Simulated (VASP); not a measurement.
Input of a VASP 6.6.1 run:

Contents of POSCAR:

```
Te
1.0
    4.4712579917      0.0000000000      0.0000000000
   -2.2356289959      3.8722230077      0.0000000000
    0.0000000000      0.0000000000      5.9487466911
Te
3
Direct
    0.2641920560      0.0000000000      0.3333333333
    0.0000000000      0.2641920560      0.6666666667
    0.7358079440      0.7358079440      0.0000000000
```

Contents of INCAR.step1:

```
  ALGO = Normal
  EDIFF = 1E-4
  ENCUT = 520
  GGA = PE
  ISMEAR = 0
  LASPH = True
  LCHARG = False
  LREAL = False
  LWAVE = True
  NBANDS = 16
  NELM = 60
  PREC = Accurate
  SIGMA = 0.01
```

File INCAR.step2:

```
  ALGO = Normal
  EDIFF = 1E-7
  ENCUT = 520
  ISIF = 2
  ISMEAR = 0
  ISTART = 1
  LASPH = True
  LCHARG = False
  LMIXTAU = True
  LREAL = False
  LWAVE = False
  METAGGA = R2SCAN
  NBANDS = 16
  NELM = 60
  PREC = Accurate
  SIGMA = 0.01
```

The input KPOINTS:

```
k-points
0
Gamma
  6 6 4
```

Potentials or basis: VASP PAW PBE potentials, release 64 (Te).

The run is started by

```bash
$ cat potpaw_PBE.64/Te/POTCAR > POTCAR
$ cp INCAR.step1 INCAR
$ mpirun -np 1 vasp_std > vasp.out
$ cp INCAR.step2 INCAR
$ mpirun -np 1 vasp_std > vasp.out
```

(1) Estimate the pressure.

(2) What does it give for the band gap on the k mesh?

Results:

(1) 0.9 GPa.

(2) 0.33 eV, direct.

Caveat: the PAW data sets were made with another functional, which shifts forces and pressure a little; spin-orbit coupling is left out, which moves the levels of the heavy elements.
